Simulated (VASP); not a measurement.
Write the native input for VASP 6.6.1 that does the following.

```yaml
Task: single point
Functional: PBE
Potentials_or_basis: VASP PAW PBE potentials, release 64 (B, N)
Cutoff: 520 eV
k_mesh: 12 × 12 × 6
Occupations: gaussian, width 0.01 eV
Spin: no spin polarisation
Dipole_correction: no
Further_INCAR_settings: ALGO = Normal; EDIFF = 1e-06; NBANDS = 16
```

The structure of BN lies in POSCAR:

```
BN
1.0
    2.5439499968      0.0000000000      0.0000000000
   -1.2719749984      2.2031253232      0.0000000000
    0.0000000000      0.0000000000      4.2078153299
B N
2 2
Direct
    0.3333333333      0.6666666667      0.0002034648
    0.6666666667      0.3333333333      0.5002034648
    0.3333333333      0.6666666667      0.3747965352
    0.6666666667      0.3333333333      0.8747965352
```

One way to write it, as run:

INCAR

```
PREC = Accurate
ENCUT = 520
EDIFF = 1E-6
ISMEAR = 0
SIGMA = 0.01
LREAL = F
LASPH = T
NELM = 60
ALGO = Normal
ISIF = 2
LWAVE = F
LCHARG = T
GGA = PE
LELF = T
LVHAR = T
NBANDS = 16
```

KPOINTS

```
Automatic mesh
0
Gamma
  12 12 6
```

Potentials or basis: VASP PAW PBE potentials, release 64 (B, N).

Run with:

```bash
$ cat potpaw_PBE.64/B/POTCAR potpaw_PBE.64/N/POTCAR > POTCAR
$ mpirun -np 1 vasp_std > vasp.out
```

Results of the run:

- Pressure: 4.9 GPa
- Largest force: 0.009 eV/Å
- Band gap on the k mesh: 5.19 eV, indirect (least direct gap 8.30 eV)

Run time: 24 s on 1 thread of Intel Xeon 6975P-C, with other jobs on the host, peak memory 0.15 GiB.
